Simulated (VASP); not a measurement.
Crystal: GdO.

```
Gd O
1.0
     3.11330    0.00000    0.00000
    -1.55665    2.69620    0.00000
     0.00000    0.00000    3.03843
Gd O
1 1
Cartesian
  0.0000 0.0000 0.0000
  1.5566 0.8987 1.5192
```

Program: VASP 6.6.1. Alike in all runs: task single point; potentials or basis VASP PAW PBE potentials, release 64 (Gd, O); spin collinear, ferromagnetic start; cell as given; cutoff (eV) 520; smearing fermi-dirac 0.05 eV.

Q: Order these runs on this cell by their pressure, lowest first.
A. level r2SCAN; k mesh 6 × 6 × 5
B. level LDA+U; U Gd f U = 4.0 eV; k mesh 10 × 10 × 9
C. level PBEsol; k mesh 6 × 6 × 5
D. level PBE; k mesh 10 × 10 × 9
E. level LDA; k mesh 6 × 6 × 5

A: E (17.6 GPa), B (20.7 GPa), C (23.5 GPa), D (31.7 GPa), A (34.1 GPa).

Caveats: some runs use coarse meshes; a cell with one magnetic atom can't hold antiferromagnetic order, which such compounds often take; the PAW data sets were made with another functional, which shifts forces and pressure a little (some runs).
